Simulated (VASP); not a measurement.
# Hf6Ta3Nb4V3 (P1) in VASP: notebook

Runs on Hf6Ta3Nb4V3. Level: PBE. Tasks: single point.

Everything below comes from runs of VASP 6.6.1. Logs are shortened: lines on timing, memory, paths and dates and some standing lists are left out, and cuts for length are marked.

### 1 The cell of the first run

The typed cell holds 16 atoms: a = 5.894 Å, b = 6.700 Å, c = 9.341 Å, α = 90.01°, β = 90.08°, γ = 124.87°.

### 2 Single point, PBE

File INCAR:

```
SYSTEM = Hf6Ta3Nb4V3
ALGO = Fast
EDIFF = 1E-6
ENCUT = 520
GGA = PE
ISIF = 2
ISMEAR = 0
ISYM = 0
LASPH = .True.
LCHARG = .True.
LELF = .True.
LREAL = Auto
LVHAR = .True.
LWAVE = .False.
NBANDS = 106
NELM = 60
PREC = Accurate
SIGMA = 0.1
```

File KPOINTS:

```
Automatic mesh
0
Gamma
  3 3 2
  0 0 0.5
```

File POSCAR:

```
Hf6Ta3Nb4V3
1.0
    2.5128978402     -5.3316389695     -0.0042195067
    3.3394281955      5.8088364941     -0.0007165724
   -0.0078977266      0.0032358721      9.3407407094
V Nb Hf Ta
3 4 6 3
Direct
    0.2351045063      0.3575196287      0.3546481069
    0.7390785451      0.8871785065      0.8537607660
    0.2263352765      0.8753901494      0.3543635181
    0.2627754015      0.1317864424      0.1488345847
    0.7539428369      0.1162352996      0.6360209649
    0.7586284489      0.6388390420      0.6472550338
    0.7464244068      0.8773617437      0.3797089663
    0.2547875875      0.1277694889      0.6080263422
    0.2514858471      0.6244439549      0.6079571614
    0.7536026555      0.6420124965      0.1183223490
    0.7520369172      0.3762265695      0.3811706516
    0.2567241453      0.3754220743      0.8852643231
    0.2428768615      0.8683975430      0.8846803772
    0.7522647195      0.1134163802      0.1219396383
    0.2399318512      0.6202380958      0.1506400389
    0.7496390523      0.3565997096      0.8674657736
```

Potentials or basis: VASP PAW PBE potentials, release 64 (V_sv, Nb_sv, Hf_pv, Ta_pv).

Launch:

```bash
$ cat potpaw_PBE.64/V_sv/POTCAR potpaw_PBE.64/Nb_sv/POTCAR potpaw_PBE.64/Hf_pv/POTCAR potpaw_PBE.64/Ta_pv/POTCAR > POTCAR
$ mpirun -np 1 vasp_std > vasp.out
```

OUTCAR:

```text
SYSTEM = Hf6Ta3Nb4V3
   EDIFF = 1E-6
   ENCUT = 520
   GGA = PE
   ISIF = 2
   ISMEAR = 0
   ISYM = 0
   LASPH = .True.
   LREAL = Auto
   NELM = 60
   PREC = Accurate

 ion  position               nearest neighbor table
   1  0.235  0.358  0.355-   4 2.51  15 2.58   7 2.85   8 2.86  11 2.93   9 2.93  11 2.99  14 3.19
                            10 3.35
   2  0.739  0.887  0.854-   5 2.52   6 2.59  13 2.87  14 2.91  12 2.95  12 2.96  10 3.00  13 3.06
                            16 3.11   9 3.29   8 3.39
   3  0.226  0.875  0.354-   4 2.50  15 2.59   7 2.85   8 2.86  11 2.89   9 2.96  11 3.01  10 3.17

   4  0.263  0.132  0.149-   3 2.50   1 2.51  10 2.93  14 2.95  12 2.97  14 2.97  10 2.97  13 3.00
                            11 3.21
   5  0.754  0.116  0.636-   2 2.52  16 2.70   7 2.87   8 2.92   9 2.92  11 2.95   9 2.97   8 3.00
                            12 3.36  13 3.40
   6  0.759  0.639  0.647-   2 2.59  16 2.77   8 2.91   9 2.96   9 2.98   7 2.99   8 3.01  11 3.03
                            13 3.22  12 3.30
   7  0.746  0.877  0.380-   3 2.85   1 2.85   5 2.87  14 2.87  10 2.92   6 2.99   9 3.21  15 3.25
                             8 3.25  11 3.32  11 3.38
   8  0.255  0.128  0.608-   3 2.86   1 2.86   6 2.91   5 2.92   5 3.00   6 3.01  12 3.07  13 3.09
                            11 3.21   7 3.25   9 3.34   9 3.36   2 3.39  16 3.41
   9  0.251  0.624  0.608-   5 2.92   1 2.93   3 2.96   6 2.96   5 2.97   6 2.98  13 3.07  12 3.09
                             7 3.21  11 3.21   2 3.29   8 3.34   8 3.36  16 3.43
  10  0.754  0.642  0.118-   7 2.92   4 2.93  15 2.96  15 2.97   4 2.97   2 3.00  16 3.02  11 3.03
                            14 3.16   3 3.17  13 3.22  12 3.24   1 3.35  14 3.54
  11  0.752  0.376  0.381-   3 2.89   1 2.93   5 2.95   1 2.99  14 2.99   3 3.01  10 3.03   6 3.03
                            15 3.20   4 3.21   8 3.21   9 3.21   7 3.32   7 3.38
  12  0.257  0.375  0.885-  16 2.92   2 2.95   2 2.96   4 2.97  16 2.98  15 3.00   8 3.07   9 3.09
                            10 3.24   6 3.30  14 3.30  13 3.35  13 3.35   5 3.36
  13  0.243  0.868  0.885-   2 2.87  16 2.91  16 2.97  15 2.98   4 3.00   2 3.06   9 3.07   8 3.09
                             6 3.22  10 3.22  14 3.31  12 3.35  12 3.35   5 3.40
  14  0.752  0.113  0.122-   7 2.87  16 2.89   2 2.91  15 2.95  15 2.95   4 2.95   4 2.97  11 2.99
                            10 3.16   1 3.19  12 3.30  13 3.31  10 3.54
  15  0.240  0.620  0.151-   1 2.58   3 2.59  14 2.95  14 2.95  10 2.96  10 2.97  13 2.98  12 3.00
                            11 3.20   7 3.25  16 3.55
  16  0.750  0.357  0.867-   5 2.70   6 2.77  14 2.89  13 2.91  12 2.92  13 2.97  12 2.98  10 3.02
                             2 3.11   8 3.41   9 3.43  15 3.55

IMPORTANT INFORMATION: All symmetrisations will be switched off!
NOSYMM: (Re-)initialisation of all symmetry stuff for point group C_1.

----------------------------------------------------------------------------------------

                                     Primitive cell

  volume of cell :     302.6550

  direct lattice vectors                    reciprocal lattice vectors
     2.512897840 -5.331638970 -0.004219507     0.179276176 -0.103063631  0.000187284
     3.339428196  5.808836494 -0.000716572     0.164548537  0.077554611  0.000112261
    -0.007897727  0.003235872  9.340740709     0.000093608 -0.000040608  0.107057984

  length of vectors
     5.894153668  6.700325559  9.340744609     0.206789977  0.181909184  0.107058033

  position of ions in fractional coordinates (direct lattice)
     0.235104506  0.357519629  0.354648107
     0.739078545  0.887178506  0.853760766
     0.226335277  0.875390149  0.354363518
     0.262775402  0.131786442  0.148834585
     0.753942837  0.116235300  0.636020965
     0.758628449  0.638839042  0.647255034
[... 8 lines left out ...]
     0.239931851  0.620238096  0.150640039
     0.749639052  0.356599710  0.867465774

  ion indices of the primitive-cell ions
   primitive index   ion index
                 1           1
                 2           2
                 3           3
                 4           4
                 5           5
                 6           6
[... 8 lines left out ...]
                15          15
                16          16

----------------------------------------------------------------------------------------

 KPOINTS: Automatic mesh

Automatic generation of k-mesh.
 Grid dimensions read from file:
 generate k-points for:    3    3    2

 Generating k-lattice:

  Cartesian coordinates                     Fractional coordinates (reciprocal lattice)
     0.059758725 -0.034354544  0.000062428     0.333333333 -0.000000000 -0.000000000
     0.054849512  0.025851537  0.000037420     0.000000000  0.333333333  0.000000000
     0.000046804 -0.000020304  0.053528992     0.000000000  0.000000000  0.500000000

  Length of vectors
     0.068929992  0.060636395  0.053529016

  Shift w.r.t. Gamma in fractional coordinates (k-lattice)
     0.000000000  0.000000000  0.500000000

 Subroutine IBZKPT returns following result:
 ===========================================

 Found      9 irreducible k-points:

 Following reciprocal coordinates:
            Coordinates               Weight
 -0.000000 -0.000000  0.250000      2.000000
  0.333333 -0.000000  0.250000      2.000000
 -0.333333  0.000000  0.250000      2.000000
 -0.000000  0.333333  0.250000      2.000000
  0.333333  0.333333  0.250000      2.000000
 -0.333333  0.333333  0.250000      2.000000
  0.000000 -0.333333  0.250000      2.000000
  0.333333 -0.333333  0.250000      2.000000
 -0.333333 -0.333333  0.250000      2.000000
   k-points           NKPTS =      9   k-points in BZ     NKDIM =      9   number of bands    NBANDS=    106
   number of dos      NEDOS =    301   number of ions     NIONS =     16
   total plane-waves  NPLWV = 168000
   dimension x,y,z NGX =    48 NGY =   50 NGZ =   70
   dimension x,y,z NGXF=    96 NGYF=  100 NGZF=  140
   ions per type =               3   4   6   3
   NGX,Y,Z   is equivalent  to a cutoff of  13.54, 12.41, 12.46 a.u.
   NGXF,Y,Z  is equivalent  to a cutoff of  27.08, 24.81, 24.92 a.u.
 SYSTEM =  Hf6Ta3Nb4V3
   PREC   = accura    normal or accurate (medium, high low for compatibility)
   ISTART =      0    job   : 0-new  1-cont  2-samecut
   ICHARG =      2    charge: 1-file 2-atom 10-const
   ISPIN  =      1    spin polarized calculation?
   LNONCOLLINEAR =      F non collinear calculations
   LSORBIT =      F    spin-orbit coupling
   LASPH  =      T    aspherical Exc in radial PAW
   ENCUT  =  520.0 eV  38.22 Ry    6.18 a.u.  10.96 12.46 17.37*2*pi/ulx,y,z
   NELM   =     60;   NELMIN=  2; NELMDL= -5     # of ELM steps
   EDIFF  = 0.1E-05   stopping-criterion for ELM
   LREAL  =      T    real-space projection
   EDIFFG = 0.1E-04   stopping-criterion for IOM
   NSW    =      0    number of steps for IOM
   IBRION =     -1    ionic relax: 0-MD 1-quasi-New 2-CG
   NFREE  =      0    steps in history (QN), initial steepest desc. (CG)
   ISIF   =      2    stress and relaxation
   ISYM   =      0    0-nonsym 1-usesym 2-fastsym
   POTIM  = 0.5000    time-step for ionic-motion
   TEBEG  =    0.0;   TEEND  =   0.0 temperature during run
   PSTRESS=    0.0 pullay stress
   NELECT =     184.0000    total number of electrons
   NUPDOWN=      -1.0000    fix difference up-down
   EMIN   =  10.00;   EMAX   =-10.00  energy-range for DOS
   EFERMI =   0.00;   METHOD = LEGACY
   ISMEAR =     0;   SIGMA  =   0.10  broadening in eV -4-tet -1-fermi 0-gaus
   EFERMI_NEDOS =   21; number of points for ismear=-14 and -15
   IALGO  =     68    algorithm
   IMIX   =      4    mixing-type and parameters
     AMIX     =   0.40;   BMIX     =  1.00
     AMIX_MAG =   1.60;   BMIX_MAG =  1.00
  volume/ion in A,a.u.               =      18.92       127.65
  Fermi-wavevector in a.u.,A,eV,Ry     =   1.386856  2.620778 26.169044  1.923370
  Thomas-Fermi vector in A             =   2.511133
   LORBIT       =      0    0 simple, 1 ext, 2 COOP (PROOUT), +10 PAW based schemes
   GGA     = PE    functional components
   LHFCALC =     F    Hartree Fock is set to
   AEXX    =    0.0000 exact exchange contribution
   IVDW    =     0    specifies the selected vdW correction
   LEPSILON=     F    determine dielectric tensor
   LRPA    =     F    only Hartree local field effects (RPA)
 non-spin polarized calculation
 RMM-DIIS sequential band-by-band and
 Gauss-broadening in eV      SIGMA  =   0.10
  energy-cutoff  :      520.00
  volume of cell :      302.66
 maximum number of plane-waves:      8179
 NGX is ok and might be reduce to    48

 number of electron     184.0000003 magnetization

 Free energy of the ion-electron system (eV)
  ---------------------------------------------------
  ext. energy  EPLUGINS =         0.00000000
  ---------------------------------------------------
  free energy    TOTEN  =      -161.15192213 eV

  energy without entropy =     -161.03471460  energy(sigma->0) =     -161.09331836

 E-fermi :   6.9696     XC(G=0): -12.0007

 val. band max:        6.9665976616   @ k =  -0.0000   0.3333   0.2500
 cond. band min:       6.9785322566   @ k =   0.3333   0.3333   0.2500
 fundamental gap:      0.0119345950
 Fermi energy:         6.9696293247

 k-point     1 :      -0.0000   -0.0000    0.2500
  band No.  band energies     occupation
      1     -56.7054      2.00000
      2     -56.6560      2.00000
      3     -56.6488      2.00000
      4     -47.4751      2.00000
      5     -47.1661      2.00000
      6     -47.0112      2.00000
[... 96 lines left out ...]
    103       8.4353      0.00000
    104       8.8932      0.00000

 k-point     2 :       0.3333   -0.0000    0.2500
  band No.  band energies     occupation
      1     -56.7054      2.00000
      2     -56.6560      2.00000
      3     -56.6488      2.00000
      4     -47.4753      2.00000
      5     -47.1664      2.00000
      6     -47.0114      2.00000
[... 96 lines left out ...]
    103       8.3694      0.00000
    104       8.6537      0.00000

 k-point     3 :      -0.3333    0.0000    0.2500
  band No.  band energies     occupation
      1     -56.7054      2.00000
      2     -56.6560      2.00000
      3     -56.6488      2.00000
      4     -47.4753      2.00000
      5     -47.1664      2.00000
      6     -47.0114      2.00000
[... 96 lines left out ...]
    103       8.3650      0.00000
    104       8.5757      0.00000

 k-point     4 :      -0.0000    0.3333    0.2500
  band No.  band energies     occupation
      1     -56.7054      2.00000
      2     -56.6556      2.00000
      3     -56.6492      2.00000
      4     -47.4752      2.00000
      5     -47.1661      2.00000
      6     -47.0113      2.00000
[... 96 lines left out ...]
    103       8.6705      0.00000
    104       8.7647      0.00000

 k-point     5 :       0.3333    0.3333    0.2500
  band No.  band energies     occupation
      1     -56.7054      2.00000
      2     -56.6556      2.00000
      3     -56.6492      2.00000
      4     -47.4753      2.00000
      5     -47.1662      2.00000
      6     -47.0114      2.00000
[... 96 lines left out ...]
    103       8.4702      0.00000
    104       8.6297      0.00000

 k-point     6 :      -0.3333    0.3333    0.2500
  band No.  band energies     occupation
      1     -56.7054      2.00000
      2     -56.6556      2.00000
      3     -56.6492      2.00000
      4     -47.4752      2.00000
      5     -47.1661      2.00000
      6     -47.0113      2.00000
[... 96 lines left out ...]
    103       8.6967      0.00000
    104       8.7790      0.00000

 k-point     7 :       0.0000   -0.3333    0.2500
  band No.  band energies     occupation
      1     -56.7054      2.00000
      2     -56.6556      2.00000
      3     -56.6492      2.00000
      4     -47.4752      2.00000
      5     -47.1661      2.00000
      6     -47.0113      2.00000
[... 96 lines left out ...]
    103       8.6056      0.00000
    104       8.7510      0.00000

 k-point     8 :       0.3333   -0.3333    0.2500
  band No.  band energies     occupation
      1     -56.7054      2.00000
      2     -56.6556      2.00000
      3     -56.6492      2.00000
      4     -47.4752      2.00000
      5     -47.1661      2.00000
      6     -47.0113      2.00000
[... 96 lines left out ...]
    103       8.6185      0.00000
    104       8.7861      0.00000

 k-point     9 :      -0.3333   -0.3333    0.2500
  band No.  band energies     occupation
      1     -56.7054      2.00000
      2     -56.6556      2.00000
      3     -56.6492      2.00000
      4     -47.4753      2.00000
      5     -47.1662      2.00000
      6     -47.0114      2.00000
[... 96 lines left out ...]
    103       8.4460      0.00000
    104       8.5984      0.00000
 [bands above 104 left out]

------------------------ aborting loop because EDIFF is reached ----------------------------------------

  FORCE on cell =-STRESS in cart. coord.  units (eV):
  Direction    XX          YY          ZZ          XY          YZ          ZX
  --------------------------------------------------------------------------------------
  -------------------------------------------------------------------------------------
  Total       -0.7331763     -0.2340065     -0.5397171      0.3353667     -0.0081261     -0.0752231
  in kB       -3.8812453     -1.2387698     -2.8571226      1.7753443     -0.0430175     -0.3982118
  external PRESSURE =      -2.6590459 kB  Pullay stress =       0.0000000 kB

 VOLUME and BASIS-vectors are now :
 -----------------------------------------------------------------------------
  energy-cutoff  :      520.00
  volume of cell :      302.66
      direct lattice vectors                 reciprocal lattice vectors
     2.512897840 -5.331638970 -0.004219507     0.179276176 -0.103063631  0.000187284
     3.339428196  5.808836494 -0.000716572     0.164548537  0.077554611  0.000112261
    -0.007897727  0.003235872  9.340740709     0.000093608 -0.000040608  0.107057984

 POSITION                                       TOTAL-FORCE (eV/Angst)
 -----------------------------------------------------------------------------------
      1.78190      0.82443      3.31143         0.013977     -0.003291      0.026751
      4.81316      1.21574      7.97100        -0.002401      0.000965     -0.008491
      3.48926      3.87941      3.30844         0.022968     -0.009172     -0.001727
      1.09924     -0.63502      1.38902         0.002143     -0.003403     -0.012054
      2.27772     -3.34250      5.93764         0.019899      0.012661     -0.032172
      4.03460     -0.33173      6.04218        -0.012734     -0.004770      0.023712
[... 8 lines left out ...]
      2.67298      2.32412      1.40563        -0.010472      0.015602      0.005894
      3.06775     -1.92257      8.09935         0.017179     -0.000287     -0.023314
 -----------------------------------------------------------------------------------
    total drift:                                0.001530      0.003208      0.003803

  FREE ENERGIE OF THE ION-ELECTRON SYSTEM (eV)
  ---------------------------------------------------
  free  energy   TOTEN  =      -161.1519221260 eV

  energy  without entropy=     -161.0347146027  energy(sigma->0) =     -161.09331836
```

It took 53 min on 1 thread of Intel Xeon 8259CL, shared host; peak memory 0.55 GiB.

Results:

```yaml
Free_energy: -161.1519 eV
Pressure: -0.3 GPa
Largest_force: 0.040 eV/Å
Band_gap_on_the_k_mesh: zero (bands 92 and 93 overlap by 0.55 eV)
```

Forces on the atoms (eV/Å):
```
V    0.014 -0.003  0.027
V   -0.002  0.001 -0.008
V    0.023 -0.009 -0.002
Nb   0.002 -0.003 -0.012
Nb   0.020  0.013 -0.032
Nb  -0.013 -0.005  0.024
Nb   0.018 -0.011  0.005
Hf  -0.014  0.001 -0.019
Hf  -0.008 -0.008  0.002
Hf   0.002  0.021  0.031
Hf  -0.023  0.001 -0.013
Hf   0.002 -0.016  0.005
Hf  -0.016 -0.002  0.005
Ta  -0.012  0.004  0.006
Ta  -0.010  0.016  0.006
Ta   0.017  0.000 -0.023
```

Stress tensor (GPa, compression positive):
```
-0.39  0.18 -0.04
 0.18 -0.12  0.00
-0.04  0.00 -0.29
```

Levels at points of the mesh, in eV from the Fermi level:
| k point | band 88 | band 89 | band 90 | band 91 | band 92 | band 93 | band 94 | band 95 | band 96 | band 97 |
| --- | --- | --- | --- | --- | --- | --- | --- | --- | --- | --- |
| (0.00, 0.00, 0.25) | -0.14 | -0.02 | 0.03 | 0.04 | 0.45 | 0.51 | 0.80 | 0.92 | 0.97 | 1.01 |

Caveat: the k points lie up to 0.38 Å⁻¹ apart, too coarse for converged energies and pressures of a metal; spin-orbit coupling is left out, which moves the levels of the heavy elements.

### 3 Single point, PBE

This run uses another cell than the first one, of the same volume but with other edges.

File INCAR:

```
SYSTEM = Hf6Ta3Nb4V3
PREC = Accurate
ENCUT = 520
EDIFF = 1E-7
ISMEAR = 0
SIGMA = 0.1
LREAL = Auto
LASPH = .True.
NELM = 80
ALGO = Fast
ISIF = 2
LWAVE = .False.
LCHARG = .False.
GGA = PE
ISYM = 0
NBANDS = 106
```

KPOINTS is that of step 2.

File POSCAR:

```
Hf6Ta3Nb4V3
1.0
    3.3752700998     -5.9519912578     -0.0394483424
    2.3777805466      5.3760903940      0.0422945468
    0.0045539270      0.0755108469      9.3787884312
V Nb Hf Ta
3 4 6 3
Direct
    0.4032293246      0.2426791023      0.6051760467
    0.5970536917      0.7200691868      0.3610786653
    0.6100412110      0.7860704858      0.8874133757
    0.8708450038      0.2418584124      0.1291932849
    0.1271497166      0.2419315503      0.3818642152
    0.1390389412      0.7507545599      0.3697581706
    0.1453507655      0.7348990461      0.8751110941
    0.3704342483      0.2506104509      0.1411810986
    0.8666803547      0.2797219396      0.6321440995
    0.3919816399      0.7356961819      0.6211441504
    0.8657429682      0.7450756434      0.1186844034
    0.8705332821      0.7692967249      0.6228552955
    0.1431375866      0.2387713515      0.8685350490
    0.3807673792      0.7513561262      0.1290748476
    0.6264065237      0.2507271144      0.3757988927
    0.6158279461      0.2664662640      0.8745499610
```

Potentials or basis: VASP PAW PBE potentials, release 64 (V_sv, Nb_sv, Hf_pv, Ta_pv).

Launch:

```bash
$ cat potpaw_PBE.64/V_sv/POTCAR potpaw_PBE.64/Nb_sv/POTCAR potpaw_PBE.64/Hf_pv/POTCAR potpaw_PBE.64/Ta_pv/POTCAR > POTCAR
$ mpirun -np 1 vasp_std > vasp.out
```

Wall time 81 min (1 thread of Intel Xeon 8259CL, shared host); peak memory 0.57 GiB.

It converged, with:

| Item | Value |
| --- | --- |
| Free energy | -160.2861 eV |
| Pressure | -0.3 GPa |
| Largest force | 0.025 eV/Å |
| Band gap on the k mesh | zero (bands 92 and 93 overlap by 0.43 eV) |

Forces on the atoms (eV/Å):
```
V    0.011 -0.013  0.010
V   -0.001 -0.004  0.004
V   -0.004 -0.004 -0.003
Nb   0.007 -0.002 -0.009
Nb  -0.009 -0.010  0.002
Nb  -0.004  0.004  0.005
Nb  -0.007 -0.005 -0.010
Hf  -0.004 -0.005 -0.001
Hf   0.000  0.025  0.004
Hf  -0.009  0.003  0.005
Hf   0.004  0.009  0.005
Hf  -0.006 -0.011 -0.006
Hf   0.009  0.010  0.001
Ta  -0.001 -0.006 -0.005
Ta   0.009  0.005  0.006
Ta   0.006  0.004 -0.010
```

Levels at points of the mesh, in eV from the Fermi level:
| k point | band 88 | band 89 | band 90 | band 91 | band 92 | band 93 | band 94 | band 95 | band 96 | band 97 |
| --- | --- | --- | --- | --- | --- | --- | --- | --- | --- | --- |
| (0.00, 0.00, 0.25) | -0.18 | -0.15 | 0.04 | 0.19 | 0.26 | 0.63 | 0.67 | 0.74 | 0.87 | 0.96 |

Caveat: the k points lie up to 0.38 Å⁻¹ apart; spin-orbit coupling is left out, which moves the levels of the heavy elements.
